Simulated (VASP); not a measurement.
Set up this calculation in VASP 6.6.1, as the native input.

```
Task                   : single point
Functional             : PBEsol
Potentials or basis    : VASP PAW PBE potentials, release 64 (Ca_sv, Se)
Cutoff                 : 520 eV
k mesh                 : 6 × 6 × 6
Occupations            : gaussian, width 0.01 eV
Spin                   : no spin polarisation
Dipole correction      : no
Further INCAR settings : ALGO = Normal; EDIFF = 1e-06; NBANDS = 15
```

The structure of CaSe lies in POSCAR:

```
CaSe
1.0
    0.0000000000      3.2515596369      3.2515596369
    3.2515596369      0.0000000000      3.2515596369
    3.2515596369      3.2515596369      0.0000000000
Ca Se
1 1
Direct
    0.0000000000      0.0000000000      0.0000000000
    0.7500000000      0.7500000000      0.7500000000
```

The input as run:

INCAR

```
PREC = Accurate ; ENCUT = 520
EDIFF = 1E-6 ; ISMEAR = 0
SIGMA = 0.01 ; LREAL = False
LASPH = True ; NELM = 60
ALGO = Normal ; ISIF = 2
LWAVE = False ; LCHARG = False
GGA = PS ; NBANDS = 15
```

KPOINTS

```
Automatic mesh
0
Gamma
  6 6 6
```

Potentials or basis: VASP PAW PBE potentials, release 64 (Ca_sv, Se).

The run is started by

```sh
$ cat potpaw_PBE.64/Ca_sv/POTCAR potpaw_PBE.64/Se/POTCAR > POTCAR
$ mpirun -np 1 vasp_std > vasp.out
```

It gave:

```
Pressure               : 0.1 GPa
Band gap on the k mesh : 3.14 eV (least direct gap 3.24 eV)
```

Caveat: the PAW data sets were made with another functional, which shifts forces and pressure a little.

Run time: 28 s on 1 thread of Intel Xeon 8259CL, with other jobs on the host, peak memory 0.21 GiB.
